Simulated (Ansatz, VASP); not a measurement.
**Cr: VASP beside Ansatz**

INCAR

```
ALGO = Normal
EDIFF = 1E-7
ENCUT = 520
GGA = PE
ISIF = 2
ISMEAR = -1
ISPIN = 2
LASPH = True
LCHARG = False
LMAXMIX = 4
LORBIT = 11
LREAL = False
LWAVE = False
MAGMOM = 3.75 3.75
NBANDS = 23
NELM = 150
NUPDOWN = 7.5
PREC = Accurate
SIGMA = 0.05
```

File KPOINTS:

```
k-points
0
Gamma
  9 9 5
```

File POSCAR:

```
Cr
1.0
    2.7140000000      0.0000000000      0.0000000000
   -1.3570000000      2.3503929459      0.0000000000
    0.0000000000      0.0000000000      4.4100000000
Cr
2
Direct
    0.6666666667      0.3333333333      0.7500000000
    0.3333333333      0.6666666667      0.2500000000
```

Contents of input.yaml:

```yaml
crystal:
  lattice:
    - [2.714, 0.0, 0.0]
    - [-1.357, 2.3503929459, 0.0]
    - [0.0, 0.0, 4.41]
  atoms:
    - { symbol: Cr, position: [0.6666666667, 0.3333333333, 0.75], spin: 3.75 }
    - { symbol: Cr, position: [0.3333333333, 0.6666666667, 0.25], spin: 3.75 }
hamiltonian:
  xc: pbe
  pseudopotentials: { kind: paw }
magnetization:
  spin_polarized: true
  initial_magnetization: 7.5
  spin_locking: { lock_magnetization: hard }
kpoints:
  mp_grid: { grid: [9, 9, 5] }
scf:
  occupations: { method: fermi_dirac, width: 0.05 }
  lower_state_search: "off"
output:
  forces: true
  stress: true
  eigenvalues: true
```

Alike in both runs: task single point; functional PBE; k mesh 9 × 9 × 5; occupations fermi-dirac, width 0.05 eV; collinear spin; fixed moment 7.5 μB.

```csv
,VASP,Ansatz
version,VASP 6.6.1,Ansatz 0.2.0
potentials or method,"VASP PAW PBE potentials, release 64 (Cr_pv)",Ansatz PAW
plane-wave cutoff (eV),520,420
valence electrons in the cell,24,28
```

Ansatz gave:

| Item | Value |
| --- | --- |
| pressure (GPa) | 27.2 |
| traceless stress, the component that is largest in VASP (GPa) | 2.33 |
| net moment per atom (μB) | 3.75 |
| size of the moment on the site where the two differ most (μB) | 3.34 |

Task: What did VASP give for the same quantities?

Result: Pressure (GPa): 27.0; traceless stress, the component that is largest in VASP (GPa): 2.31; net moment per atom (μB): 3.75; size of the moment on the site where the two differ most (μB): 3.39.

Site moments also hang on the region over which each program counts them. The functional is the same, so the differences come from potentials, cutoffs and numerics. VASP's potentials hold 24 valence electrons a cell and Ansatz's 28, so a difference there can come from the potentials and not from the codes.
